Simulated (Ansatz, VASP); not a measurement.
Si5As3: VASP beside Ansatz

```xyz
16
Lattice="6.7093 0.0000 0.0000 -3.3546 5.8104 0.0000 0.0000 0.0000 9.1412" Properties=species:S:1:pos:R:3 pbc="T T T"
Si    1.1225    1.9443    4.9587
Si    2.2451    0.0000    4.1825
Si    4.4642    0.0000    4.9587
Si    2.2321    3.8661    4.1825
Si    3.3546    1.9368    1.1840
Si    3.3546    1.9368    7.9572
Si   -1.1225    1.9443    4.1825
Si   -2.2321    3.8661    4.9587
Si    0.0000    3.8736    7.9572
Si    0.0000    3.8736    1.1840
As    1.0231    1.7720    7.3602
As    2.0461    0.0000    1.7810
As    4.6631    0.0000    7.3602
As    2.3316    4.0384    1.7810
As   -1.0231    1.7720    1.7810
As   -2.3316    4.0384    7.3602
```

Change from the starting cell: built by hand: diamond-derived ordered divacancy Si10As6 (P-31m, No. 162).

Alike in both runs: functional PBE; k mesh 6 × 6 × 4; occupations gaussian, width 0.02 eV; no spin polarisation.

Ansatz relaxed the structure, and its values are those at the end. VASP's run is a single point on that final structure, the one shown.

|  | VASP | Ansatz |
| --- | --- | --- |
| version | VASP 6.6.1 | Ansatz 0.2.0 |
| potentials or method | VASP PAW PBE potentials, release 64 (Si, As), cutoff 520 eV | scalar-relativistic, plane waves, PAW |
| valence electrons in the cell | 70 | 130 |

|  | VASP | Ansatz | Ansatz less VASP |
| --- | --- | --- | --- |
| gap on the k mesh at the Fermi level (eV) | 0.48 | 0.49 | +0.009 |
| least direct gap on the mesh (eV) | 0.80 | 0.81 | +0.011 |
| pressure (GPa) | 0.1 | 0.0 | -0.13 |
| rms of the force components (eV/Å) | 0.018 | 0.003 | -0.0148 |

VASP's potentials hold 70 valence electrons a cell and Ansatz's 130, so a difference there can come from the potentials and not from the codes.
